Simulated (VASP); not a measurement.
## SiC: electric field gradients with PBEsol

Crystal: SiC.

```xyz
12
Lattice="3.0950 0.0000 0.0000 -1.5475 2.6803 0.0000 0.0000 0.0000 15.1700" Properties=species:S:1:pos:R:3 pbc="T T T"
Si    0.0000    0.0000    1.8962
Si    0.0000    0.0000    9.4812
Si    0.0000    1.7869    4.4251
Si    1.5475    0.8934   12.0101
Si    0.0000    1.7869   14.5374
Si    1.5475    0.8934    6.9524
C     0.0000    0.0000    0.0000
C     0.0000    0.0000    7.5850
C     0.0000    1.7869    2.5288
C     1.5475    0.8934   10.1138
C     0.0000    1.7869   12.6412
C     1.5475    0.8934    5.0562
```

| Quantity | Value |
| --- | --- |
| Program | VASP 6.6.1 |
| Task | electric field gradients |
| Functional | PBEsol |
| Potentials or basis | VASP PAW PBE potentials, release 64 (Si, C) |
| Cutoff | 520 eV |
| k mesh | 9 × 9 × 2 |
| Occupations | fermi-dirac, width 0.02 eV |
| Spin | no spin polarisation |
| Dipole correction | no |
| Further INCAR settings | ALGO = Normal; EDIFF = 1e-08; NBANDS = 36 |

```
Pressure                                : -2.8 GPa
Largest force                           : 0.143 eV/Å
Band gap on the k mesh                  : 1.99 eV (least direct gap 3.06 eV)
Largest electric field gradient by atom : Si -1.7, +1.3, +1.6 (each value once); C +1.7, +0.4, +0.2 (each value once) V/Å²
```

Forces in eV/Å, atoms in the order of the input:
```
Si   0.000  0.000  0.045
Si   0.000  0.000  0.045
Si   0.000  0.000  0.025
Si   0.000  0.000  0.025
Si   0.000  0.000  0.054
Si   0.000  0.000  0.054
C    0.000  0.000 -0.143
C    0.000  0.000 -0.143
C    0.000  0.000  0.033
C    0.000  0.000  0.033
C    0.000  0.000 -0.014
C    0.000  0.000 -0.014
```

Stress tensor (GPa, compression positive):
```
-3.07  0.00  0.00
 0.00 -3.07  0.00
 0.00  0.00 -2.30
```

Levels at points of the mesh, in eV from the valence-band top:
| k point | band 21 | band 22 | band 23 | band 24 | band 25 | band 26 | band 27 | band 28 |
| --- | --- | --- | --- | --- | --- | --- | --- | --- |
| (0.00, 0.00, 0.00) | -0.30 | -0.05 | 0.00 | 0.00 | 4.98 | 5.15 | 5.56 | 6.07 |
| (0.00, 0.00, 0.50) | -0.10 | -0.10 | -0.10 | -0.10 | 5.05 | 5.05 | 5.79 | 5.79 |

Electric field gradients, principal values (V/Å²):
```
atom   least  middle  greatest (by size)
1 Si   0.830   0.831              -1.661
2 Si   0.830   0.831              -1.661
3 Si  -0.660  -0.660               1.319
4 Si  -0.660  -0.660               1.319
5 Si  -0.806  -0.807               1.613
6 Si  -0.806  -0.807               1.613
 7 C  -0.838  -0.838               1.676
 8 C  -0.838  -0.838               1.676
 9 C  -0.190  -0.191               0.381
10 C  -0.190  -0.191               0.381
11 C  -0.084  -0.085               0.170
12 C  -0.084  -0.085               0.170
```

Wall time 3.2 min on 1 thread of Intel Xeon 8259CL, on a shared host, peak memory 0.28 GiB.

Caveat: without QUAD_EFG the Cq values of the log hold for a quadrupole moment of 1 mb, not for the nuclei; the PAW data sets were made with another functional, which shifts forces and pressure a little. A k mesh can miss the band edges.
